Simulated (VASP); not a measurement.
Ca3Sn3N2:

```
Ca Sn N
1.0
     3.50000    0.00000    0.00000
     0.00000    3.50000    0.00000
     0.00000    0.00000   13.80000
Ca Sn N
3 3 2
Direct
  0.00000 0.00000 0.00000
  0.50000 0.50000 0.83500
  0.50000 0.50000 0.16500
  0.00000 0.00000 0.65000
  0.00000 0.00000 0.35000
  0.50000 0.50000 0.50000
  0.00000 0.00000 0.82500
  0.00000 0.00000 0.17500
```

| Item | Value |
| --- | --- |
| Program | VASP 6.6.1 |
| Task | relaxation of cell and atoms |
| Functional | PBE |
| Potentials or basis | VASP PAW PBE potentials, release 64 (Ca_sv, Sn_d, N) |
| Cutoff | 600 eV |
| k mesh | 5 × 5 × 2 |
| Occupations | gaussian, width 0.2 eV |
| Spin | no spin polarisation |

At the start: pressure 2.7 GPa; volume 21.13 Å³/atom.

Where does the relaxation end?

Over 15 steps the energy falls by 103.1 meV/atom and the volume is 22.34 Å³/atom (+5.7 %); space group P4/mmm (No. 123, to 0.1 Å) before and after.

The path:
| step | energy change (eV) | largest force (eV/Å) | pressure (GPa) | volume (Å³) |
| --- | --- | --- | --- | --- |
| 1 | 0.0000 | 1.5787 | 2.69 | 169.05 |
| 2 | -0.5729 | 0.9508 | -0.41 | 177.73 |
| 3 | -0.7043 | 0.5027 | -1.79 | 185.92 |
| 4 | -0.7088 | 0.5675 | -1.65 | 184.47 |
| 5 | -0.7654 | 0.3293 | 0.52 | 178.65 |
| 6 | -0.7664 | 0.3578 | 0.24 | 179.31 |
| 7 | -0.8050 | 0.1907 | 0.29 | 178.20 |
| 8 | -0.8110 | 0.1110 | 0.37 | 177.55 |
| 9 | -0.8156 | 0.0950 | -0.12 | 179.11 |
| 10 | -0.8159 | 0.0902 | -0.28 | 179.62 |
| 11 | -0.8194 | 0.0994 | -0.15 | 179.47 |
| 12 | -0.8202 | 0.1844 | 0.01 | 179.30 |
| 13 | -0.8203 | 0.1610 | -0.03 | 179.34 |
| 14 | -0.8232 | 0.0998 | -0.01 | 179.08 |
| 15 | -0.8249 | 0.0098 | 0.06 | 178.69 |

Final structure:
```
Ca Sn N
1.0
     3.64907    0.00000    0.00000
     0.00000    3.64907    0.00000
     0.00000    0.00000   13.41939
Ca Sn N
3 3 2
Direct
  0.00000 0.00000 0.00000
  0.50000 0.50000 0.81616
  0.50000 0.50000 0.18384
  0.00000 0.00000 0.65805
  0.00000 0.00000 0.34195
  0.50000 0.50000 0.50000
  0.00000 0.00000 0.81962
  0.00000 0.00000 0.18038
```
